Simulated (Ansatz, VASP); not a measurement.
# GaSb in VASP and in Ansatz

```xyz
2
Lattice="0.0000 3.0254 3.0254 3.0254 0.0000 3.0254 3.0254 3.0254 0.0000" Properties=species:S:1:pos:R:3 pbc="T T T"
Ga    0.0000    0.0000    0.0000
Sb    4.5380    4.5380    4.5380
```

Alike in both runs: functional LDA; k mesh 14 × 14 × 14; occupations fermi-dirac, width 0.1 eV; no spin polarisation.

Ansatz relaxed the structure, and its values are those at the end. VASP's run is a single point on that final structure, the one shown.

|  | VASP | Ansatz |
| --- | --- | --- |
| version | VASP 6.6.1 | Ansatz 0.2.0 |
| potentials or method | VASP PAW LDA potentials, release 64 (Ga_d, Sb) | PAW with Ansatz's default frozen-core files, scalar-relativistic |
| plane-wave cutoff (eV) | 520 | 420 |
| valence electrons in the cell | 18 | 28 |

|  | VASP | Ansatz | Ansatz less VASP |
| --- | --- | --- | --- |
| pressure (GPa) | 0.2 | 0.0 | -0.20 |

LDA's correlation is that of Perdew and Zunger in VASP and of Perdew and Wang (1992) in Ansatz. VASP's potentials hold 18 valence electrons a cell and Ansatz's 28, so a difference there can come from the potentials and not from the codes.

Neither program's run includes spin-orbit coupling.
